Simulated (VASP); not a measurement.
Set up this calculation in VASP 6.6.1, as the native input.

```yaml
Task: single point
Functional: PBE
Potentials_or_basis: VASP PAW PBE potentials, release 64 (Pb_d)
Cutoff: 520 eV
k_mesh: 11 × 11 × 11
Occupations: fermi-dirac, width 0.05 eV
Spin: no spin polarisation
Dipole_correction: no
Further_INCAR_settings: ALGO = Normal; EDIFF = 1e-06; NBANDS = 21
```

The structure of Pb lies in POSCAR:

```
Pb
1.0
    0.0000000000      3.5409929766      3.5409929766
    3.5409929766      0.0000000000      3.5409929766
    3.5409929766      3.5409929766      0.0000000000
Pb
2
Direct
   -0.1250000000     -0.1250000000     -0.1250000000
    0.1250000000      0.1250000000      0.1250000000
```

This isn't the form of Pb at room conditions, which is fcc.

One way to write it, as run:

INCAR

```
SYSTEM = Pb
PREC = Accurate
ENCUT = 520
EDIFF = 1E-6
ISMEAR = -1
SIGMA = 0.05
LREAL = .FALSE.
LASPH = .TRUE.
NELM = 60
ALGO = Normal
ISIF = 2
LWAVE = .FALSE.
LCHARG = .TRUE.
GGA = PE
LELF = .TRUE.
LVHAR = .TRUE.
NBANDS = 21
```

KPOINTS

```
Automatic mesh
0
G
  11 11 11
  0 0 0
```

Potentials or basis: VASP PAW PBE potentials, release 64 (Pb_d).

Run with:

```sh
$ cat potpaw_PBE.64/Pb_d/POTCAR > POTCAR
$ mpirun -np 1 vasp_std > vasp.out
```

It gave:

```
Pressure               : -0.3 GPa
Band gap on the k mesh : zero (bands 14 and 15 overlap by 1.00 eV)
```

Caveat: spin-orbit coupling is left out, which moves the levels of the heavy elements.

It took 110 s on 1 thread of Intel(R) Xeon(R) Platinum 8375C CPU @ 2.90GHz (Ice Lake) (shared host), peak memory 0.28 GiB.
